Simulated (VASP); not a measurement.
A run of VASP 6.6.1:

File INCAR:

```
SYSTEM = SrMg
PREC = Accurate
ENCUT = 520
EDIFF = 1E-6
ISMEAR = -1
SIGMA = 0.15
LREAL = .FALSE.
LASPH = .TRUE.
NELM = 100
ALGO = Normal
ISIF = 2
LWAVE = .FALSE.
LCHARG = .TRUE.
GGA = PS
LELF = .TRUE.
LVHAR = .TRUE.
NBANDS = 13
```

KPOINTS

```
Automatic mesh
0
G
  6 6 6
  0 0 0
```

The input POSCAR:

```
SrMg
1.0
    4.1903180000      0.0000000000      0.0000000000
    0.0000000000      4.1903180000      0.0000000000
    0.0000000000      0.0000000000      4.1903180000
Sr Mg
1 1
Direct
    0.5000000000      0.5000000000      0.5000000000
    0.0000000000      0.0000000000      0.0000000000
```

Potentials or basis: VASP PAW PBE potentials, release 64 (Sr_sv, Mg).

Run with:

```bash
$ cat potpaw_PBE.64/Sr_sv/POTCAR potpaw_PBE.64/Mg/POTCAR > POTCAR
$ mpirun -np 1 vasp_std > vasp.out
```

Hardware: 1 thread of Intel(R) Xeon(R) Platinum 8375C CPU @ 2.90GHz (Ice Lake) (shared host).

**Question.** How long does it take, and how much memory?

**Answer.** Wall time 9.4 s on 1 thread of Intel(R) Xeon(R) Platinum 8375C CPU @ 2.90GHz (Ice Lake) (shared host), peak memory 0.18 GiB. Counts: scf iterations 11, k points 20.
